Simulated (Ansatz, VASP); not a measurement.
## Two plane-wave programs on Ba2Cu

```
Ba Cu
1.0
     5.11572    0.00000    0.00000
    -2.55786    4.43035    0.00000
     0.00000    0.00000    3.59822
Ba Cu
2 1
Direct
  0.33333 0.66667 0.50000
  0.66667 0.33333 0.50000
  0.00000 0.00000 0.00000
```

Alike in both runs: task single point; functional PBE; k mesh 6 × 6 × 6; occupations gaussian, width 0.1 eV; no spin polarisation.

|  | VASP | Ansatz |
| --- | --- | --- |
| version | VASP 6.6.1 | Ansatz 0.2.0 |
| potentials or method | VASP PAW PBE potentials, release 64 (Ba_sv, Cu_sv_GW), cutoff 820 eV | scalar-relativistic, plane waves, PAW |
| valence electrons in the cell | 39 | 39 |

|  | VASP | Ansatz | Ansatz less VASP |
| --- | --- | --- | --- |
| gap on the k mesh at the Fermi level (eV) | none | none | - |
| pressure (GPa) | 11.2 | 9.2 | -2.03 |
| traceless stress, the component that is largest in VASP (GPa) | -8.90 | -7.70 | +1.192 |

A gap of «none» marks a metal or a gap that the smearing closes.

Neither program's run includes spin-orbit coupling.
